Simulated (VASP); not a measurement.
A run of VASP 6.6.1:

INCAR

```
SYSTEM = Li
PREC = Accurate
ENCUT = 520
EDIFF = 1E-7
ISMEAR = -1
SIGMA = 0.1
LREAL = .False.
LASPH = .True.
NELM = 60
ALGO = Normal
ISIF = 2
LWAVE = .False.
LCHARG = .False.
GGA = CA
NBANDS = 8
```

File KPOINTS:

```
regular mesh
0
Gamma
  22 22 22
  0 0 0
```

The input POSCAR:

```
Li
1.0
   -1.6816320886      1.6816320886      1.6816320886
    1.6816320886     -1.6816320886      1.6816320886
    1.6816320886      1.6816320886     -1.6816320886
Li
1
Direct
    0.0000000000      0.0000000000      0.0000000000
```

Potentials or basis: VASP PAW LDA potentials, release 64 (Li_sv).

Run with:

```sh
$ cat potpaw_LDA.64/Li_sv/POTCAR > POTCAR
$ mpirun -np 1 vasp_std > vasp.out
```

Hardware: 1 thread of Intel(R) Xeon(R) Platinum 8375C CPU @ 2.90GHz (Ice Lake), with other jobs on the host.

Question: Estimate the wall time of this run.

Answer: It took 16 s on 1 thread of Intel(R) Xeon(R) Platinum 8375C CPU @ 2.90GHz (Ice Lake) (shared host), peak memory 0.15 GiB. Counts: scf iterations 10, k points 328.
